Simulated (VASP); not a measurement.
KCl, 2 atoms in the cell. It takes space group Fm-3m (No. 225, cubic). Conventional cell: a = 6.291 Å, b = 6.291 Å, c = 6.291 Å, α = 90.00°, β = 90.00°, γ = 90.00°. K (site symmetry m-3m) has 6 Cl at 3.15 Å within 4.1 Å. Cl (site symmetry m-3m) has 6 K at 3.15 Å within 4.1 Å.  This cell differs from its parent crystal: volume scaled by 0.99.

| Item | Value |
| --- | --- |
| Program | VASP 6.6.1 |
| Task | electric field gradients |
| Functional | PBE |
| Potentials or basis | VASP PAW PBE potentials, release 64 (K_sv, Cl) |
| Cutoff | 520 eV |
| k mesh | 7 × 7 × 7 |
| Occupations | fermi-dirac, width 0.03 eV |
| Spin | no spin polarisation |
| Dipole correction | no |
| Further INCAR settings | ALGO = Normal; EDIFF = 1e-08; NBANDS = 15 |

Potentials or basis: VASP PAW PBE potentials, release 64 (K_sv, Cl).

Launch:

```bash
$ cat potpaw_PBE.64/K_sv/POTCAR potpaw_PBE.64/Cl/POTCAR > POTCAR
$ mpirun -np 1 vasp_std > vasp.out
```

Hardware: 1 thread of AMD EPYC 9R45 (Zen 5) (shared host).

**Question.** Estimate the wall time of this run.

**Answer.** Run time: 18 s on 1 thread of AMD EPYC 9R45 (Zen 5), with other jobs on the host, peak memory 0.17 GiB. Counts: scf iterations 15, k points 20.
